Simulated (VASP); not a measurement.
Write the native input for VASP 6.6.1 that does the following.

```
Task                   : single point
Functional             : r2SCAN
Potentials or basis    : VASP PAW PBE potentials, release 64 (Cu)
Cutoff                 : 520 eV
k mesh                 : 16 × 16 × 16
Occupations            : fermi-dirac, width 0.1 eV
Spin                   : no spin polarisation
Dipole correction      : no
Further INCAR settings : ALGO = Normal; EDIFF = 1e-06; NBANDS = 12
```

Cu:

```xyz
1
Lattice="0.0000 1.8390 1.8390 1.8390 0.0000 1.8390 1.8390 1.8390 0.0000" Properties=species:S:1:pos:R:3 pbc="T T T"
Cu    0.0000    0.0000    0.0000
```

One way to write it, as run:

POSCAR

```
Cu
1.0
    0.0000000000      1.8390189443      1.8390189443
    1.8390189443      0.0000000000      1.8390189443
    1.8390189443      1.8390189443      0.0000000000
Cu
1
Direct
    0.0000000000      0.0000000000      0.0000000000
```

INCAR.step1

```
SYSTEM = Cu
ALGO     = Normal         ! electronic algorithm
EDIFF    = 1E-4           ! SCF threshold, eV
ENCUT    = 520            ! plane-wave cutoff, eV
GGA      = PE             ! functional
ISMEAR   = -1             ! smearing method
LASPH    = .True.         ! aspherical terms in the spheres
LCHARG   = .False.        ! write CHGCAR
LREAL    = .False.        ! projectors in reciprocal space
LWAVE    = .True.         ! write WAVECAR
NBANDS   = 12             ! bands
NELM     = 100            ! most SCF steps
PREC     = Accurate       ! precision mode
SIGMA    = 0.1            ! smearing width, eV
```

INCAR.step2

```
SYSTEM = Cu
ALGO     = Normal         ! electronic algorithm
EDIFF    = 1E-6           ! SCF threshold, eV
ENCUT    = 520            ! plane-wave cutoff, eV
ISIF     = 2              ! what is computed and relaxed
ISMEAR   = -1             ! smearing method
ISTART   = 1            
LASPH    = .True.         ! aspherical terms in the spheres
LCHARG   = .False.        ! write CHGCAR
LMIXTAU  = .True.       
LREAL    = .False.        ! projectors in reciprocal space
LWAVE    = .False.        ! write WAVECAR
METAGGA  = R2SCAN         ! meta-GGA
NBANDS   = 12             ! bands
NELM     = 100            ! most SCF steps
PREC     = Accurate       ! precision mode
SIGMA    = 0.1            ! smearing width, eV
```

KPOINTS

```
k-points
0
Gamma
  16 16 16
  0 0 0
```

Potentials or basis: VASP PAW PBE potentials, release 64 (Cu).

Launch:

```bash
$ cat potpaw_PBE.64/Cu/POTCAR > POTCAR
$ cp INCAR.step1 INCAR
$ mpirun -np 1 vasp_std > vasp.out
$ cp INCAR.step2 INCAR
$ mpirun -np 1 vasp_std > vasp.out
```

It gave:

The pressure is -10.4 GPa.

Caveat: the PAW data sets were made with another functional, which shifts forces and pressure a little.

Run time: 57 s on 1 thread of Intel Xeon 6975P-C (shared host), peak memory 0.14 GiB.
